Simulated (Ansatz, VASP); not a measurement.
# Two plane-wave programs on TiIn2Te3

```
CELL_PARAMETERS angstrom
7.82108 0.00000 0.00000
-3.91054 6.77325 0.00000
0.00000 0.00000 3.99850
ATOMIC_POSITIONS crystal
Ti 0.00000 0.00000 0.50000
In 0.66667 0.33333 0.50000
In 0.33333 0.66667 0.50000
Te 0.00000 0.50000 0.00000
Te 0.50000 0.50000 0.00000
Te 0.50000 0.00000 0.00000
```

Change from the starting cell: species swapped into the NdB2Ir3 type (P6/mmm, No. 191).

Alike in both runs: functional PBE; k mesh 6 × 6 × 10; occupations gaussian, width 0.1 eV; collinear spin.

Ansatz relaxed the structure, and its values are those at the end. VASP's run is a single point on that final structure, the one shown.

|  | VASP | Ansatz |
| --- | --- | --- |
| version | VASP 6.6.1 | Ansatz 0.2.0 |
| potentials or method | VASP PAW PBE potentials, release 64 (Ti_sv, In_d, Te), cutoff 520 eV | scalar-relativistic, plane waves, PAW |
| valence electrons in the cell | 56 | 86 |

Ansatz gave:

| Item | Value |
| --- | --- |
| gap on the k mesh at the Fermi level (eV) | none |
| pressure (GPa) | 0.0 |
| net moment per atom (μB) | 0.43 |
| size of the moment on the site where the two differ most (μB) | 2.53 |

Q: Which values does VASP return?

A: gap on the k mesh at the Fermi level (eV): none; pressure (GPa): 0.0; net moment per atom (μB): 0.43; size of the moment on the site where the two differ most (μB): 2.02.

Site moments also hang on the region over which each program counts them. A gap of «none» marks a metal or a gap that the smearing closes. VASP's potentials hold 56 valence electrons a cell and Ansatz's 86, so a difference there can come from the potentials and not from the codes. Ansatz's warnings: given moment on shells.

Spin-orbit coupling is off throughout.
